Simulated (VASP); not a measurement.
## H4C2O: single point with PBE+D3(BJ)

Crystal: H4C2O.

```
H C O
1.0
     4.64500    0.00000    0.00000
     0.00000    8.40700    0.00000
    -3.48781    0.00000    6.56276
H C O
16 8 4
Cartesian
  1.8394 5.1619 3.8458
  -2.4261 0.9584 5.9984
  -0.6822 3.2451 2.7170
  3.5833 7.4486 0.5644
  1.6483 3.8504 4.8958
  -2.2350 8.0539 4.9483
  -0.4911 4.5566 1.6669
  3.3922 0.3531 1.6144
  -0.3054 4.7584 5.6440
  -0.2813 0.5549 4.2002
  1.4626 3.6486 0.9188
  1.4385 7.8521 2.3626
  -0.0272 6.0446 4.5874
  -0.5595 1.8411 5.2568
  1.1844 2.3624 1.9754
  1.7167 6.5659 1.3060
  1.4875 4.7306 4.6320
  -2.0742 0.5271 5.2121
  -0.3303 3.6764 1.9308
  3.2314 7.8799 1.3506
  0.2806 5.3418 5.1216
  -0.8674 1.1383 4.7226
  0.8765 3.0652 1.4412
  2.0245 7.2687 1.8402
  1.5466 5.6470 5.7234
  -2.1333 1.4435 4.1208
  -0.3894 2.7600 0.8394
  3.2905 6.9635 2.4420
```

```
Program                : VASP 6.6.1
Task                   : single point
Functional             : PBE
Dispersion             : D3(BJ)
Potentials or basis    : VASP PAW PBE potentials, release 64 (H, C, O)
Cutoff                 : 520 eV
k mesh                 : 6 × 4 × 4
Occupations            : gaussian, width 0.02 eV
Spin                   : no spin polarisation
Dipole correction      : no
Further INCAR settings : LREAL = Auto; ALGO = Normal; EDIFF = 1e-06; NBANDS = 56
```

```yaml
Pressure: 25.3 GPa
Largest_force: 8.326 eV/Å
Band_gap_on_the_k_mesh: 5.89 eV, indirect (least direct gap 5.94 eV)
Dispersion_energy_per_atom: -0.049 eV
```

Forces on the atoms (eV/Å):
```
H    2.549  1.947 -5.256
H   -2.549  1.947  5.256
H   -2.549 -1.947  5.256
H    2.549 -1.947 -5.256
H    1.713 -7.941  1.827
H   -1.713 -7.941 -1.827
H   -1.713  7.941 -1.827
H    1.713  7.941  1.827
H   -3.295 -2.698  2.892
H    3.295 -2.698 -2.892
H    3.295  2.698 -2.892
H   -3.295  2.698  2.892
H   -3.315  6.092 -4.370
H    3.315  6.092  4.370
H    3.315 -6.092  4.370
H   -3.315 -6.092 -4.370
C   -2.635  4.649  1.847
C    2.635  4.649 -1.847
C    2.635 -4.649 -1.847
C   -2.635 -4.649  1.847
C    4.633 -2.709  1.698
C   -4.633 -2.709 -1.698
C   -4.633  2.709 -1.698
C    4.633  2.709  1.698
O    0.357  0.628  1.390
O   -0.357  0.628 -1.390
O   -0.357 -0.628 -1.390
O    0.357 -0.628  1.390
```

Stress tensor (GPa, compression positive):
```
15.62  0.00 -5.21
 0.00 35.97  0.00
-5.21  0.00 24.33
```

Levels at points of the mesh, in eV from the valence-band top:
```csv
k point,band 32,band 33,band 34,band 35,band 36,band 37,band 38,band 39,band 40,band 41
"(0.00, 0.00, 0.00)",-1.38,-0.37,-0.17,-0.10,-0.01,6.23,6.26,6.50,6.80,7.34
"(0.50, 0.00, 0.00)",-1.56,-0.48,-0.22,-0.09,-0.05,5.89,6.75,6.92,7.53,7.81
"(0.00, 0.50, 0.00)",-1.39,-0.26,-0.26,-0.08,-0.08,6.37,6.37,6.60,6.60,7.25
"(0.50, 0.50, 0.00)",-1.55,-0.29,-0.29,-0.12,-0.12,6.25,6.25,7.04,7.04,8.07
"(0.00, 0.00, 0.50)",-1.44,-0.28,-0.28,-0.05,-0.05,6.06,6.06,6.86,6.86,7.28
"(0.50, 0.00, 0.50)",-1.52,-0.39,-0.39,-0.02,-0.02,6.39,6.39,6.84,6.84,7.79
"(0.00, 0.50, 0.50)",-1.45,-0.20,-0.20,-0.14,-0.14,6.26,6.26,6.65,6.65,7.25
"(0.50, 0.50, 0.50)",-1.54,-0.28,-0.28,-0.11,-0.11,6.52,6.52,6.74,6.74,7.76
```

Wall time 15 min on 1 thread of Intel(R) Xeon(R) Platinum 8259CL CPU @ 2.50GHz (Skylake/Cascade Lake), on a shared host, peak memory 0.56 GiB.

Caveat: forces of over 1 eV/Å act on the atoms, so gaps and moduli don't describe the material at rest. A k mesh can miss the band edges.
